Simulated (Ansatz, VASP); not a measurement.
**One calculation of BaTiO3, two programs**

POSCAR

```
BaTiO3
1.0
    3.9939696187      0.0000000000      0.0000000000
    0.0000000000      3.9939696187      0.0000000000
    0.0000000000      0.0000000000      3.9941038410
Ba Ti O
1 1 3
Direct
    0.0000000000      0.0000000000      0.0000000000
    0.5208564431      0.5000000000      0.5000000000
    0.5000000000      0.5000000000      0.0000000000
    0.5000000000      0.0000000000      0.5000000000
    0.0000000000      0.5000000000      0.5000000000
```

INCAR.step1

```
PREC = Accurate ; ENCUT = 520
ISMEAR = 0 ; SIGMA = 0.05
LREAL = False ; LASPH = True
NELM = 100 ; NBANDS = 28
GGA = PE ; ALGO = Normal
EDIFF = 1E-4 ; LWAVE = True
LCHARG = False
```

The input INCAR.step2:

```
PREC = Accurate ; ENCUT = 520
EDIFF = 1E-6 ; ISMEAR = 0
SIGMA = 0.05 ; LREAL = False
LASPH = True ; NELM = 100
ALGO = Normal ; ISIF = 2
LWAVE = False ; LCHARG = True
METAGGA = R2SCAN ; LMIXTAU = True
LELF = True ; LVHAR = True
NBANDS = 28 ; ISTART = 1
```

Contents of KPOINTS:

```
Automatic mesh
0
Gamma
  8 8 8
```

Input for Ansatz:

```yaml
crystal:
  lattice:
    - [3.9939696187, 0.0, 0.0]
    - [0.0, 3.9939696187, 0.0]
    - [0.0, 0.0, 3.994103841]
  atoms:
    - { symbol: Ba, position: [0.0, 0.0, 0.0] }
    - { symbol: Ti, position: [0.5208564431, 0.5, 0.5] }
    - { symbol: O, position: [0.5, 0.5, 0.0] }
    - { symbol: O, position: [0.5, 0.0, 0.5] }
    - { symbol: O, position: [0.0, 0.5, 0.5] }
basis:
  ecutwfc: 500
kpoints:
  mp_grid: { grid: [8, 8, 8] }
hamiltonian:
  xc: r2scan
scf:
  occupations: { method: gaussian, width: 0.05 }
output:
  forces: true
  stress: true
  eigenvalues: true
```

Alike in both runs: task single point; functional r2SCAN; k mesh 8 × 8 × 8; occupations gaussian, width 0.05 eV; no spin polarisation.

```csv
,VASP,Ansatz
version,VASP 6.6.1,Ansatz 0.2.0
potentials or method,"VASP PAW PBE potentials, release 64 (Ba_sv, Ti_sv, O), cutoff 520 eV","scalar-relativistic, plane waves, PAW"
valence electrons in the cell,40,40
```

VASP gave:

| Quantity | Value |
| --- | --- |
| gap on the k mesh at the Fermi level (eV) | 2.16 |
| least direct gap on the mesh (eV) | 2.39 |
| pressure (GPa) | 2.4 |
| traceless stress, the component that is largest in VASP (GPa) | 0.58 |
| rms of the force components (eV/Å) | 0.128 |

Which values does Ansatz return?

gap on the k mesh at the Fermi level (eV): 2.18; least direct gap on the mesh (eV): 2.37; pressure (GPa): 0.4; traceless stress, the component that is largest in VASP (GPa): 0.53; rms of the force components (eV/Å): 0.136.

VASP's potentials were made for PBE, not for r2SCAN. Atom by atom the forces differ by 0.027 eV/Å (rms over components). The functional is the same, so the differences come from potentials, cutoffs and numerics. Ansatz's warnings: near symmetry operations not taken.

Spin-orbit coupling is off throughout.
